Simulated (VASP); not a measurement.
Set up this calculation in VASP 6.6.1, as the native input.

| Property | Result |
| --- | --- |
| Task | single point |
| Functional | r2SCANh |
| Potentials or basis | VASP PAW PBE potentials, release 64 (Cd, Se) |
| Cutoff | 520 eV |
| k mesh | 4 × 4 × 4 |
| Occupations | fermi-dirac, width 0.05 eV |
| Spin | no spin polarisation |
| Dipole correction | no |
| Grid for exact exchange (PRECFOCK) | Normal |
| Further INCAR settings | ALGO = Normal; EDIFF = 1e-06; NBANDS = 16 |
| Share of exact exchange | 0.1 |

The system is CdSe.

```
CELL_PARAMETERS angstrom
0.00000 3.13049 3.13049
3.13049 0.00000 3.13049
3.13049 3.13049 0.00000
ATOMIC_POSITIONS crystal
Cd 0.00000 0.00000 0.00000
Se 0.25000 0.25000 0.25000
```

These files were run (other wordings do the same):

POSCAR

```
CdSe
1.0
    0.0000000000      3.1304878824      3.1304878824
    3.1304878824      0.0000000000      3.1304878824
    3.1304878824      3.1304878824      0.0000000000
Cd Se
1 1
Direct
    0.0000000000      0.0000000000      0.0000000000
    0.2500000000      0.2500000000      0.2500000000
```

INCAR.step1

```
PREC = Accurate
ENCUT = 520
EDIFF = 1E-5
ISMEAR = -1
SIGMA = 0.05
LREAL = F
LASPH = T
NELM = 100
ALGO = Normal
ISIF = 2
LWAVE = T
LCHARG = F
GGA = PE
NBANDS = 16
```

INCAR.step2

```
PREC = Accurate
ENCUT = 520
EDIFF = 1E-6
ISMEAR = -1
SIGMA = 0.05
LREAL = F
LASPH = T
NELM = 100
ALGO = Normal
ISIF = 2
LWAVE = F
LCHARG = F
METAGGA = R2SCAN
LHFCALC = T
AEXX = 0.1
LMIXTAU = T
PRECFOCK = Normal
ISTART = 1
NBANDS = 16
```

KPOINTS

```
Automatic mesh
0
Gamma
  4 4 4
```

Potentials or basis: VASP PAW PBE potentials, release 64 (Cd, Se).

Run with:

```bash
$ cat potpaw_PBE.64/Cd/POTCAR potpaw_PBE.64/Se/POTCAR > POTCAR
$ cp INCAR.step1 INCAR
$ mpirun -np 1 vasp_std > vasp.out
$ cp INCAR.step2 INCAR
$ mpirun -np 1 vasp_std > vasp.out
```

Results of the run:

```
Pressure               : -2.8 GPa
Band gap on the k mesh : 1.44 eV
```

Caveat: the k points lie up to 0.43 Å⁻¹ apart; the PAW data sets were made with another functional, which shifts forces and pressure a little.

Run time: 11 min on 1 thread of AMD EPYC 7R13 Processor (Zen 3), with other jobs on the host, peak memory 0.2 GiB.
